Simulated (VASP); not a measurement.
# Zr (P6/mmm) in VASP: notebook, part 2 of 2

VASP 6.6.1. The steps go on from the part before.

## (3) Single point, PBE, collinear spin, ferromagnetic start (volume scaled by 0.92)

Contents of INCAR:

```
PREC     = Accurate       # precision mode
ENCUT    = 520            # plane-wave cutoff, eV
EDIFF    = 1E-6           # SCF threshold, eV
ISMEAR   = -1             # smearing method
SIGMA    = 0.05           # smearing width, eV
LREAL    = False          # projectors in reciprocal space
LASPH    = True           # aspherical terms in the spheres
NELM     = 150            # most SCF steps
ALGO     = Normal         # electronic algorithm
ISIF     = 2              # what is computed and relaxed
LWAVE    = False          # write WAVECAR
LCHARG   = False          # write CHGCAR
ISPIN    = 2              # spin polarisation
MAGMOM   = 1 1 1          # initial moments
LORBIT   = 11             # projections on sites
LMAXMIX  = 4              # l up to which the mixer works
GGA      = PE             # functional
NBANDS   = 29             # bands
```

Contents of KPOINTS:

```
Automatic mesh
0
Gamma
  10 10 13
```

Contents of POSCAR:

```
Zr
1.0
    4.9040584620      0.0000000000      0.0000000000
   -2.4520292310      4.2470392098      0.0000000000
    0.0000000000      0.0000000000      3.0612999764
Zr
3
Direct
    0.0000000000      1.0000000000      1.0000000000
    0.3333333333      0.6666666667      0.5000000000
    0.6666666667      0.3333333333      0.5000000000
```

Potentials or basis: VASP PAW PBE potentials, release 64 (Zr_sv).

The run is started by

```
$ cat potpaw_PBE.64/Zr_sv/POTCAR > POTCAR
$ mpirun -np 1 vasp_std > vasp.out
```

Wall time 3.6 min (1 thread of Intel Xeon Platinum 8488C (Sapphire Rapids), shared host); peak memory 0.36 GiB.

It converged, with:

```yaml
Free_energy: -25.4183 eV
Pressure: 9.3 GPa
Band_gap_on_the_k_mesh: zero (filled and empty bands overlap)
Net_moment: 0.00 μB per cell
Valence_electrons_inside_the_program's_atomic_spheres: Zr 9.82, 10.02
```

Stress tensor (GPa, compression positive):
```
9.19 0.00 0.00
0.00 9.19 0.00
0.00 0.00 9.39
```

Levels at points of the mesh, in eV from the Fermi level:
Spin up:
```
           k point  band 14  band 15  band 16  band 17  band 18  band 19  band 20  band 21  band 22  band 23
(0.00, 0.00, 0.00)    -2.62    -0.46    -0.46    -0.41    -0.41    -0.16     0.89     1.74     1.74     2.40
(0.50, 0.00, 0.00)    -3.08    -3.07    -0.72    -0.70    -0.54    -0.04     0.76     1.17     1.96     2.58
```
Spin down:
| k point | band 14 | band 15 | band 16 | band 17 | band 18 | band 19 | band 20 | band 21 | band 22 | band 23 |
| --- | --- | --- | --- | --- | --- | --- | --- | --- | --- | --- |
| (0.00, 0.00, 0.00) | -2.62 | -0.46 | -0.46 | -0.41 | -0.41 | -0.16 | 0.88 | 1.74 | 1.74 | 2.40 |
| (0.50, 0.00, 0.00) | -3.08 | -3.07 | -0.72 | -0.70 | -0.54 | -0.04 | 0.76 | 1.17 | 1.96 | 2.58 |

## (4) Single point, PBE, collinear spin, ferromagnetic start (volume scaled by 1.12)

Contents of INCAR:

```
SYSTEM = Zr
PREC = Accurate ; ENCUT = 520
EDIFF = 1E-6 ; ISMEAR = -1
SIGMA = 0.05 ; LREAL = .False.
LASPH = .True. ; NELM = 150
ALGO = Normal ; ISIF = 2
LWAVE = .False. ; LCHARG = .True.
ISPIN = 2 ; MAGMOM = 1 1 1
LORBIT = 11 ; LMAXMIX = 4
GGA = PE ; LELF = .True.
LVHAR = .True. ; NBANDS = 29
```

Contents of KPOINTS:

```
regular mesh
0
Gamma
  8 8 11
  0 0 0
```

Contents of POSCAR:

```
Zr
1.0
    5.2363946431      0.0000000000      0.0000000000
   -2.6181973215      4.5348507851      0.0000000000
    0.0000000000      0.0000000000      3.2687568827
Zr
3
Direct
    1.0000000000      0.0000000000      0.0000000000
    0.3333333333      0.6666666667      0.5000000000
    0.6666666667      0.3333333333      0.5000000000
```

The run is started by

```
$ cat potpaw_PBE.64/Zr_sv/POTCAR > POTCAR
$ mpirun -np 1 vasp_std > vasp.out
```

It took 4.9 min on 1 thread of Oxide Virtual Turin-like, shared host; peak memory 0.29 GiB.

The run converged. Its results:

- Free energy: -25.3291 eV
- Pressure: -8.8 GPa
- Band gap on the k mesh: zero (filled and empty bands overlap)
- Net moment: 0.00 μB per cell
- Valence electrons inside the program's atomic spheres: Zr 9.60, 9.77

Stress tensor (GPa, compression positive):
```
-8.70  0.00  0.00
 0.00 -8.70  0.00
 0.00  0.00 -9.03
```

Levels at points of the mesh, in eV from the Fermi level:
Spin up:
| k point | band 14 | band 15 | band 16 | band 17 | band 18 | band 19 | band 20 | band 21 | band 22 | band 23 |
| --- | --- | --- | --- | --- | --- | --- | --- | --- | --- | --- |
| (0.00, 0.00, 0.00) | -2.01 | -0.53 | -0.53 | -0.47 | -0.47 | -0.19 | 0.76 | 1.47 | 1.47 | 2.01 |
| (0.50, 0.00, 0.00) | -3.13 | -2.62 | -0.46 | -0.43 | -0.38 | 0.07 | 0.61 | 1.07 | 1.16 | 2.13 |
Spin down:
```tsv
k point	band 15	band 16	band 17	band 18	band 19	band 20	band 21	band 22
(0.00, 0.00, 0.00)	-0.53	-0.53	-0.47	-0.47	-0.19	0.76	1.47	1.47
(0.50, 0.00, 0.00)	-2.62	-0.46	-0.43	-0.38	0.07	0.61	1.07	1.16
```

## (5) Single point, PBE, collinear spin, ferromagnetic start (volume scaled by 1.04)

INCAR is that of step 4.

Contents of KPOINTS:

```
Automatic mesh
0
Gamma
  8 8 11
  0 0 0
```

Contents of POSCAR:

```
Zr
1.0
    5.1086263852      0.0000000000      0.0000000000
   -2.5543131926      4.4242002280      0.0000000000
    0.0000000000      0.0000000000      3.1889990721
Zr
3
Direct
    1.0000000000      0.0000000000      0.0000000000
    0.3333333333      0.6666666667      0.5000000000
    0.6666666667      0.3333333333      0.5000000000
```

The run is started by

```
$ cat potpaw_PBE.64/Zr_sv/POTCAR > POTCAR
$ mpirun -np 1 vasp_std > vasp.out
```

It took 4.2 min on 1 thread of Oxide Virtual Turin-like, shared host; peak memory 0.29 GiB.

It converged, with:

- Free energy: -25.5439 eV
- Pressure: -3.4 GPa
- Band gap on the k mesh: zero (filled and empty bands overlap)
- Net moment: 0.00 μB per cell
- Valence electrons inside the program's atomic spheres: Zr 9.67, 9.85

Stress tensor (GPa, compression positive):
```
-3.35  0.00  0.00
 0.00 -3.35  0.00
 0.00  0.00 -3.62
```

Levels at points of the mesh, in eV from the Fermi level:
Spin up:
```tsv
k point	band 16	band 17	band 18	band 19	band 20	band 21
(0.00, 0.00, 0.00)	-0.52	-0.47	-0.47	-0.18	0.80	1.57
(0.50, 0.00, 0.00)	-0.55	-0.53	-0.44	0.03	0.66	1.11
```
Spin down:
| k point | band 14 | band 15 | band 16 | band 17 | band 18 | band 19 | band 20 | band 21 | band 22 | band 23 |
| --- | --- | --- | --- | --- | --- | --- | --- | --- | --- | --- |
| (0.00, 0.00, 0.00) | -2.23 | -0.52 | -0.52 | -0.47 | -0.47 | -0.18 | 0.80 | 1.57 | 1.57 | 2.15 |
| (0.50, 0.00, 0.00) | -3.14 | -2.80 | -0.55 | -0.53 | -0.44 | 0.03 | 0.66 | 1.11 | 1.41 | 2.29 |

## (6) Single point, PBE, collinear spin, ferromagnetic start (volume scaled by 1.08)

Contents of INCAR:

```
SYSTEM = Zr
PREC = Accurate ; ENCUT = 520
EDIFF = 1E-6 ; ISMEAR = -1
SIGMA = 0.05 ; LREAL = .FALSE.
LASPH = .TRUE. ; NELM = 150
ALGO = Normal ; ISIF = 2
LWAVE = .FALSE. ; LCHARG = .FALSE.
ISPIN = 2 ; MAGMOM = 1 1 1
LORBIT = 11 ; LMAXMIX = 4
GGA = PE ; NBANDS = 29
```

Contents of KPOINTS:

```
regular mesh
0
G
  8 8 11
  0 0 0
```

Contents of POSCAR:

```
Zr
1.0
    5.1732994076      0.0000000000      0.0000000000
   -2.5866497038      4.4802087083      0.0000000000
    0.0000000000      0.0000000000      3.2293704347
Zr
3
Direct
    1.0000000000      0.0000000000      0.0000000000
    0.3333333333      0.6666666667      0.5000000000
    0.6666666667      0.3333333333      0.5000000000
```

Potentials or basis: VASP PAW PBE potentials, release 64 (Zr_sv).

The run is started by

```
$ cat potpaw_PBE.64/Zr_sv/POTCAR > POTCAR
$ mpirun -np 1 vasp_std > vasp.out
```

It took 5.8 min on 1 thread of Oxide Virtual Turin-like, shared host; peak memory 0.29 GiB.

Results (log left out):

```
Free energy                                           : -25.4597 eV
Pressure                                              : -6.4 GPa
Band gap on the k mesh                                : zero (filled and empty bands overlap)
Net moment                                            : 0.00 μB per cell
Valence electrons inside the program's atomic spheres : Zr 9.63, 9.81
```

Stress tensor (GPa, compression positive):
```
-6.27  0.00  0.00
 0.00 -6.27  0.00
 0.00  0.00 -6.57
```

Levels at points of the mesh, in eV from the Fermi level:
Spin up:
```
           k point  band 15  band 16  band 17  band 18  band 19  band 20  band 21  band 22
(0.00, 0.00, 0.00)    -0.52    -0.52    -0.47    -0.47    -0.19     0.78     1.52     1.52
(0.50, 0.00, 0.00)    -2.71    -0.51    -0.48    -0.41     0.05     0.63     1.09     1.28
```
Spin down:
```csv
k point,band 14,band 15,band 16,band 17,band 18,band 19,band 20,band 21,band 22,band 23
"(0.00, 0.00, 0.00)",-2.11,-0.52,-0.52,-0.47,-0.47,-0.19,0.78,1.52,1.52,2.08
"(0.50, 0.00, 0.00)",-3.13,-2.71,-0.51,-0.48,-0.41,0.05,0.63,1.09,1.28,2.20
```

## (7) Summary

| cell | k mesh | gap on the mesh (eV) | pressure (GPa) | moment (μB) |
| --- | --- | --- | --- | --- |
| a = 5.042, b = 5.042, c = 3.148 Å, angles 90.0, 90.0, 120.0°, 3 atoms | 8 × 8 × 11 | none | 0.1 | 0.00 |
| a = 4.904, b = 4.904, c = 3.061 Å, angles 90.0, 90.0, 120.0°, 3 atoms | 10 × 10 × 13 | none | 9.3 | 0.00 |
| a = 5.236, b = 5.236, c = 3.269 Å, angles 90.0, 90.0, 120.0°, 3 atoms | 8 × 8 × 11 | none | -8.8 | 0.00 |
| a = 5.109, b = 5.109, c = 3.189 Å, angles 90.0, 90.0, 120.0°, 3 atoms | 8 × 8 × 11 | none | -3.4 | 0.00 |
| a = 5.173, b = 5.173, c = 3.229 Å, angles 90.0, 90.0, 120.0°, 3 atoms | 8 × 8 × 11 | none | -6.4 | 0.00 |

Alike in all rows: task single point; level PBE; potentials or basis VASP PAW PBE potentials, release 64 (Zr_sv); spin collinear, ferromagnetic start; cutoff (eV) 520; smearing fermi-dirac 0.05 eV.

Absolute energies hang on the potentials; compare differences alone.
